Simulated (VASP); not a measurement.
A run of VASP 6.6.1 is set up as follows.

File INCAR:

```
ALGO = Normal ; DIPOL = 0.5 0.5 0.500
EDIFF = 1E-7 ; ENCUT = 520
GGA = PE ; IDIPOL = 3
ISIF = 2 ; ISMEAR = 0
IVDW = 12 ; LASPH = True
LCHARG = True ; LDIPOL = True
LELF = True ; LREAL = False
LVACPOTAV = True ; LVHAR = True
LWAVE = False ; NBANDS = 20
NELM = 60 ; PREC = Accurate
SIGMA = 0.02
```

Contents of KPOINTS:

```
k-points
0
Gamma
  9 9 1
```

The input POSCAR:

```
WSe2
1.0
    3.2420000000      0.0000000000      0.0000000000
   -1.6210000000      2.8076543591      0.0000000000
    0.0000000000      0.0000000000     32.7373831004
Se W
2 1
Direct
    0.3333333333      0.6666666667      0.4494309000
    0.3333333333      0.6666666667      0.5505691000
    0.6666666667      0.3333333333      0.5000000000
```

Potentials or basis: VASP PAW PBE potentials, release 64 (Se, W_sv).

Launch:

```sh
$ cat potpaw_PBE.64/Se/POTCAR potpaw_PBE.64/W_sv/POTCAR > POTCAR
$ mpirun -np 1 vasp_std > vasp.out
```

Predict the band gap on the k mesh.

1.75 eV, direct.

What does it give for the largest force?

0.907 eV/Å.

Forces in eV/Å, atoms in the order of the input:
```
Se   0.000  0.000 -0.907
Se   0.000  0.000  0.907
W    0.000  0.000  0.000
```

Caveat: spin-orbit coupling is left out, which moves the levels of the heavy elements.
